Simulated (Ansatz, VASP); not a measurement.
## Two plane-wave programs on Ge3F2

```
Ge F
1.0
     3.30181    0.00000    0.00000
    -1.65091    2.85945    0.00000
     0.00000    0.00000   12.22738
Ge F
3 2
Direct
  0.33333 0.66667 0.91434
  0.66667 0.33333 0.08566
  0.00000 0.00000 0.50000
  0.33333 0.66667 0.40286
  0.66667 0.33333 0.59714
```

Alike in both runs: functional PBE; k mesh 12 × 12 × 4; occupations gaussian, width 0.1 eV; no spin polarisation.

Ansatz relaxed the structure, and its values are those at the end. VASP's run is a single point on that final structure, the one shown.

|  | VASP | Ansatz |
| --- | --- | --- |
| version | VASP 6.6.1 | Ansatz 0.2.0 |
| potentials or method | VASP PAW PBE potentials, release 64 (Ge_d, F), cutoff 520 eV | scalar-relativistic, plane waves, PAW |
| valence electrons in the cell | 56 | 56 |

|  | VASP | Ansatz | Ansatz less VASP |
| --- | --- | --- | --- |
| gap on the k mesh at the Fermi level (eV) | none | none | - |
| pressure (GPa) | 0.0 | 0.0 | +0.02 |
| rms of the force components (eV/Å) | 0.009 | 0.000 | -0.0088 |

A gap of «none» marks a metal or a gap that the smearing closes. With one functional, cell and mesh, what is left measures potentials, basis and numerics.
